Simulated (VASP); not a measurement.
A run of VASP 6.6.1:

File INCAR:

```
SYSTEM = NaCl
  ALGO = Normal
  EDIFF = 1E-6
  ENCUT = 520
  GGA = PS
  ISIF = 2
  ISMEAR = 0
  LASPH = .True.
  LCHARG = .False.
  LREAL = .False.
  LWAVE = .False.
  NBANDS = 14
  NELM = 60
  PREC = Accurate
  SIGMA = 0.01
```

File KPOINTS:

```
k-points
0
Gamma
  8 8 8
  0 0 0
```

Contents of POSCAR:

```
NaCl
1.0
    2.6398180014      2.6398180014      0.0000000000
   -2.6398180014      2.6398180014      0.0000000000
    0.0000000000      2.6398180014      2.6398180014
Na Cl
1 1
Direct
    0.0000000000      0.0000000000      0.0000000000
    0.5000000000      0.5000000000      0.0000000000
```

Potentials or basis: VASP PAW PBE potentials, release 64 (Na_pv, Cl).

Run with:

```console
$ cat potpaw_PBE.64/Na_pv/POTCAR potpaw_PBE.64/Cl/POTCAR > POTCAR
$ mpirun -np 1 vasp_std > vasp.out
```

Hardware: 1 thread of Intel Xeon 8259CL, with other jobs on the host.

Problem. Estimate the wall time of this run.

Solution. Run time: 27 s on 1 thread of Intel Xeon 8259CL, on a shared host, peak memory 0.15 GiB. Counts: scf iterations 12, k points 29.
